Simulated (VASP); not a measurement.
# SiNi3 (Pm-3m) in VASP: notebook

Runs on SiNi3. Level: PBE. Tasks: single point.

Program: VASP 6.6.1. These are calculated values, not measurements. Logs are shortened: lines on timing, memory, paths and dates and some standing lists are left out, and cuts for length are marked.

**1. The cell of the first run**

The structure is cubic, space group Pm-3m (No. 221). The conventional cell has a = 3.542 Å, b = 3.542 Å, c = 3.542 Å, α = 90.00°, β = 90.00°, γ = 90.00°. Si (site symmetry m-3m) has 12 Ni at 2.50 Å within 3.3 Å. Ni (site symmetry 4/mmm) has 4 Si at 2.50 Å and 8 Ni at 2.50 Å within 3.3 Å.

**2. Single point, PBE, collinear spin, ferromagnetic start**

INCAR reads:

```
SYSTEM = SiNi3
PREC     = Accurate       ! precision mode
ENCUT    = 520            ! plane-wave cutoff, eV
EDIFF    = 1E-6           ! SCF threshold, eV
ISMEAR   = -1             ! smearing method
SIGMA    = 0.05           ! smearing width, eV
LREAL    = .FALSE.        ! projectors in reciprocal space
LASPH    = .TRUE.         ! aspherical terms in the spheres
NELM     = 150            ! most SCF steps
ALGO     = Normal         ! electronic algorithm
ISIF     = 2              ! what is computed and relaxed
LWAVE    = .FALSE.        ! write WAVECAR
LCHARG   = .TRUE.         ! write CHGCAR
ISPIN    = 2              ! spin polarisation
MAGMOM   = 0 0.5 0.5 0.5  ! initial moments
LORBIT   = 11             ! projections on sites
NUPDOWN  = 1.5            ! fixed moment
LMAXMIX  = 4              ! l up to which the mixer works
GGA      = PE             ! functional
LELF     = .TRUE.         ! ELF
LVHAR    = .TRUE.       
NBANDS   = 29             ! bands
```

KPOINTS reads:

```
Automatic mesh
0
G
  7 7 7
  0 0 0
```

POSCAR reads:

```
SiNi3
1.0
    3.5420000000      0.0000000000      0.0000000000
    0.0000000000      3.5420000000      0.0000000000
    0.0000000000      0.0000000000      3.5420000000
Si Ni
1 3
Direct
    0.0000000000      0.0000000000      0.0000000000
    0.0000000000      0.5000000000      0.5000000000
    0.5000000000      0.0000000000      0.5000000000
    0.5000000000      0.5000000000      0.0000000000
```

Potentials or basis: VASP PAW PBE potentials, release 64 (Si, Ni).

The run is started by

```bash
$ cat potpaw_PBE.64/Si/POTCAR potpaw_PBE.64/Ni/POTCAR > POTCAR
$ mpirun -np 1 vasp_std > vasp.out
```

OUTCAR:

```text
SYSTEM = SiNi3
   PREC = Accurate
   ENCUT = 520
   EDIFF = 1E-6
   ISMEAR = -1
   LREAL = .FALSE.
   LASPH = .TRUE.
   NELM = 150
   ISIF = 2
   ISPIN = 2
   LORBIT = 11
   NUPDOWN = 1.5
   GGA = PE

 ion  position               nearest neighbor table
   1  0.000  0.000  0.000-   2 2.50   3 2.50   4 2.50   2 2.50   3 2.50   2 2.50   4 2.50   2 2.50
                             3 2.50   4 2.50   3 2.50   4 2.50
   2  0.000  0.500  0.500-   1 2.50   3 2.50   4 2.50   1 2.50   4 2.50   1 2.50   3 2.50   1 2.50
                             3 2.50   4 2.50   4 2.50   3 2.50
   3  0.500  0.000  0.500-   1 2.50   2 2.50   4 2.50   1 2.50   4 2.50   2 2.50   4 2.50   4 2.50
                             1 2.50   2 2.50   1 2.50   2 2.50
   4  0.500  0.500  0.000-   1 2.50   2 2.50   3 2.50   2 2.50   3 2.50   1 2.50   3 2.50   3 2.50
                             1 2.50   2 2.50   2 2.50   1 2.50

  LATTYP: Found a simple cubic cell.
 ALAT       =     3.5420000000

  Lattice vectors:

 A1 = (   3.5420000000,   0.0000000000,   0.0000000000)
 A2 = (   0.0000000000,   3.5420000000,   0.0000000000)
 A3 = (   0.0000000000,   0.0000000000,   3.5420000000)

Analysis of symmetry for initial positions (statically):
=====================================================================
 Subroutine PRICEL returns:
 Original cell was already a primitive cell.

 Routine SETGRP: Setting up the symmetry group for a
 simple cubic supercell.

 Subroutine GETGRP returns: Found 48 space group operations
 (whereof 48 operations were pure point group operations)
 out of a pool of 48 trial point group operations.

The static configuration has the point symmetry O_h .

Analysis of symmetry for dynamics (positions and initial velocities):
=====================================================================
 Subroutine PRICEL returns:
 Original cell was already a primitive cell.

 Routine SETGRP: Setting up the symmetry group for a
 simple cubic supercell.

 Subroutine GETGRP returns: Found 48 space group operations
 (whereof 48 operations were pure point group operations)
 out of a pool of 48 trial point group operations.

The dynamic configuration has the point symmetry O_h .

Analysis of structural, dynamic, and magnetic symmetry:
=====================================================================
 Subroutine PRICEL returns:
 Original cell was already a primitive cell.

 Routine SETGRP: Setting up the symmetry group for a
 simple cubic supercell.

 Subroutine GETGRP returns: Found 48 space group operations
 (whereof 48 operations were pure point group operations)
 out of a pool of 48 trial point group operations.

The overall configuration has the point symmetry O_h .
[... 127 lines left out ...]
   LEPSILON=     F    determine dielectric tensor
   LRPA    =     F    only Hartree local field effects (RPA)
 spin polarized calculation
  energy-cutoff  :      520.00
  volume of cell :       44.44
 maximum number of plane-waves:      1217
 NGX is ok and might be reduce to    28
   NGX = 13   NGY = 13   NGZ = 13

 number of electron      33.9999988 magnetization       1.4999999

 Free energy of the ion-electron system (eV)
  ---------------------------------------------------
  ext. energy  EPLUGINS =         0.00000000
  ---------------------------------------------------
  free energy    TOTEN  =       -23.36834326 eV

  energy without entropy =      -23.34344302  energy(sigma->0) =      -23.35589314

 E-fermi :  10.0353     XC(G=0): -12.9370

 val. band max:       10.6429919843   @ k =   0.4286   0.4286   0.1429
 cond. band min:      10.0372773191   @ k =   0.2857   0.2857   0.0000
 fundamental gap:     -0.6057146652
 Fermi energy:        10.7044644350

 spin component 1

 k-point     1 :       0.0000    0.0000    0.0000
  band No.  band energies     occupation
      1      -1.4589      1.00000
      2       5.3390      1.00000
      3       6.1069      1.00000
      4       6.1069      1.00000
      5       6.4675      1.00000
      6       6.4675      1.00000
[... 629 lines left out ...]
     28      28.1466      0.00000
     29      29.2359      0.00000
 Fermi energy:        10.0352553413

 spin component 2

 k-point     1 :       0.0000    0.0000    0.0000
  band No.  band energies     occupation
      1      -1.4304      1.00000
      2       5.5089      1.00000
      3       6.4543      1.00000
      4       6.4543      1.00000
      5       6.9804      1.00000
      6       6.9804      1.00000
[... 629 lines left out ...]
     28      28.2097      0.00000
     29      29.2585      0.00000

------------------------ aborting loop because EDIFF is reached ----------------------------------------

  FORCE on cell =-STRESS in cart. coord.  units (eV):
  Direction    XX          YY          ZZ          XY          YZ          ZX
  --------------------------------------------------------------------------------------
  -------------------------------------------------------------------------------------
  Total       -1.0001550     -1.0001550     -1.0001550      0.0000000     -0.0000000      0.0000000
  in kB      -36.0605394    -36.0605394    -36.0605394      0.0000000     -0.0000000      0.0000000
  external PRESSURE =     -36.0605394 kB  Pullay stress =       0.0000000 kB

 VOLUME and BASIS-vectors are now :
 -----------------------------------------------------------------------------
  energy-cutoff  :      520.00
  volume of cell :       44.44
      direct lattice vectors                 reciprocal lattice vectors
     3.542000000  0.000000000  0.000000000     0.282326369  0.000000000  0.000000000
     0.000000000  3.542000000  0.000000000     0.000000000  0.282326369  0.000000000
     0.000000000  0.000000000  3.542000000     0.000000000  0.000000000  0.282326369

 POSITION                                       TOTAL-FORCE (eV/Angst)
 -----------------------------------------------------------------------------------
      0.00000      0.00000      0.00000         0.000000      0.000000      0.000000
      0.00000      1.77100      1.77100         0.000000      0.000000      0.000000
      1.77100      0.00000      1.77100         0.000000      0.000000      0.000000
      1.77100      1.77100      0.00000         0.000000      0.000000      0.000000
 -----------------------------------------------------------------------------------
    total drift:                                0.000000      0.000000      0.000000

  FREE ENERGIE OF THE ION-ELECTRON SYSTEM (eV)
  ---------------------------------------------------
  free  energy   TOTEN  =       -23.3683432589 eV

  energy  without entropy=      -23.3434430205  energy(sigma->0) =      -23.35589314

 total charge

# of ion       s       p       d       tot
------------------------------------------
    1        0.724   0.825   0.000   1.549
    2        0.475   0.551   8.365   9.391
    3        0.475   0.551   8.365   9.391
    4        0.475   0.551   8.365   9.391
--------------------------------------------------
tot          2.149   2.477  25.096  29.722

 magnetization (x)

# of ion       s       p       d       tot
------------------------------------------
    1       -0.000   0.026   0.000   0.026
    2       -0.002  -0.003   0.497   0.492
    3       -0.002  -0.003   0.497   0.492
    4       -0.002  -0.003   0.497   0.492
--------------------------------------------------
tot         -0.006   0.017   1.490   1.502
```

It took 64 s on 1 thread of Intel Xeon Platinum 8488C (Sapphire Rapids), shared host; peak memory 0.19 GiB.

What came out:

```yaml
Free_energy: -23.3683 eV
Pressure: -3.6 GPa
Net_moment: 1.50 μB per cell
Site_moments: Si +0.03; Ni +0.49 μB
Valence_electrons_inside_the_program's_atomic_spheres: Si 1.55; Ni 9.39
```

Caveat: the total moment is fixed, so each spin has its own Fermi level.

**3. Single point, PBE, collinear spin, ferromagnetic start**

INCAR reads:

```
PREC = Accurate
ENCUT = 520
EDIFF = 1E-7
ISMEAR = -1
SIGMA = 0.05
LREAL = False
LASPH = True
NELM = 150
ALGO = Normal
ISIF = 2
LWAVE = False
LCHARG = True
ISPIN = 2
MAGMOM = 0 0.8 0.8 0.8
LORBIT = 11
NUPDOWN = 2.4
LMAXMIX = 4
GGA = PE
LELF = True
LVHAR = True
NBANDS = 29
```

KPOINTS reads:

```
regular mesh
0
Gamma
  7 7 7
```

POSCAR is that of step 2.

Potentials or basis: VASP PAW PBE potentials, release 64 (Si, Ni).

The run is started by

```bash
$ cat potpaw_PBE.64/Si/POTCAR potpaw_PBE.64/Ni/POTCAR > POTCAR
$ mpirun -np 1 vasp_std > vasp.out
```

Run time: 82 s. Hardware: 1 thread of Intel Xeon Platinum 8488C (Sapphire Rapids), shared host; peak memory 0.19 GiB.

It converged, with:

| Item | Value |
| --- | --- |
| Free energy | -22.9650 eV |
| Pressure | -0.7 GPa |
| Net moment | 2.40 μB per cell |
| Site moments | Si +0.08; Ni +0.75 μB |
| Valence electrons inside the program's atomic spheres | Si 1.56; Ni 9.38 |

Caveat: the total moment is fixed, so each spin has its own Fermi level.
